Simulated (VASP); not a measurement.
Set up this calculation in VASP 6.6.1, as the native input.

```
Task                   : single point
Functional             : PBE
Potentials or basis    : VASP PAW PBE potentials, release 64 (Mg, I)
Cutoff                 : 520 eV
k mesh                 : 6 × 6 × 4
Occupations            : gaussian, width 0.05 eV
Spin                   : no spin polarisation
Dipole correction      : no
Further INCAR settings : ALGO = Normal; EDIFF = 1e-07; NBANDS = 15
```

The structure of MgI2 lies in POSCAR:

```
MgI2
1.0
    4.1846439568      0.0000000000      0.0000000000
   -2.0923219784      3.6240079724      0.0000000000
    0.0000000000      0.0000000000      7.7698369697
Mg I
1 2
Direct
    0.0000000000      0.0000000000      0.0000000000
    0.3333333333      0.6666666667      0.7781860196
    0.6666666667      0.3333333333      0.2218139804
```

One way to write it, as run:

INCAR

```
SYSTEM = MgI2
PREC = Accurate
ENCUT = 520
EDIFF = 1E-7
ISMEAR = 0
SIGMA = 0.05
LREAL = .False.
LASPH = .True.
NELM = 60
ALGO = Normal
ISIF = 2
LWAVE = .False.
LCHARG = .False.
GGA = PE
NBANDS = 15
```

KPOINTS

```
regular mesh
0
Gamma
  6 6 4
  0 0 0
```

Potentials or basis: VASP PAW PBE potentials, release 64 (Mg, I).

Command:

```sh
$ cat potpaw_PBE.64/Mg/POTCAR potpaw_PBE.64/I/POTCAR > POTCAR
$ mpirun -np 1 vasp_std > vasp.out
```

It gave:

- Pressure: -0.4 GPa
- Largest force: 0.212 eV/Å
- Band gap on the k mesh: 3.49 eV, indirect (least direct gap 3.59 eV)

Caveat: spin-orbit coupling is left out, which moves the levels of the heavy elements; this functional lacks dispersion, which binds the layers, so the pressure and a relaxed spacing across them are unreliable.

It took 42 s on 1 thread of Intel(R) Xeon(R) Platinum 8259CL CPU @ 2.50GHz (Skylake/Cascade Lake), on a shared host, peak memory 0.26 GiB.
